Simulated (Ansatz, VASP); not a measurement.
**TaN: VASP beside Ansatz**

```
Ta N
1.0
     3.05000    0.00000    0.00000
    -1.52500    2.64138    0.00000
     0.00000    0.00000    4.79180
Ta N
2 2
Direct
  0.33333 0.66667 0.00000
  0.66667 0.33333 0.50000
  0.33333 0.66667 0.38500
  0.66667 0.33333 0.88500
```

Change from the starting cell: zz strain of -3 %.

Alike in both runs: task single point; functional PBE; k mesh 9 × 9 × 5; occupations fermi-dirac, width 0.01 eV; no spin polarisation.

|  | VASP | Ansatz |
| --- | --- | --- |
| version | VASP 6.6.1 | Ansatz 0.2.0 |
| potentials or method | VASP PAW PBE potentials, release 64 (Ta_pv, N), cutoff 600 eV | all-electron LAPW, scalar-relativistic |

VASP gave:

```
pressure (GPa)                                                : 162.4
traceless stress, the component that is largest in VASP (GPa) : -6.90
rms of the force components (eV/Å)                            : 0.363
```

Problem. Estimate Ansatz's values.

Solution. Pressure (GPa): 156.1; traceless stress, the component that is largest in VASP (GPa): -6.72; rms of the force components (eV/Å): 0.373.

Atom by atom the forces differ by 0.010 eV/Å (rms over components). Both programs put the cell under a high pressure, so it lies far from rest at this level. Ansatz ran all-electron here, and VASP with PAW potentials.

Spin-orbit coupling is off throughout. Noted on VASP's run: the cell as given lies far from equilibrium.
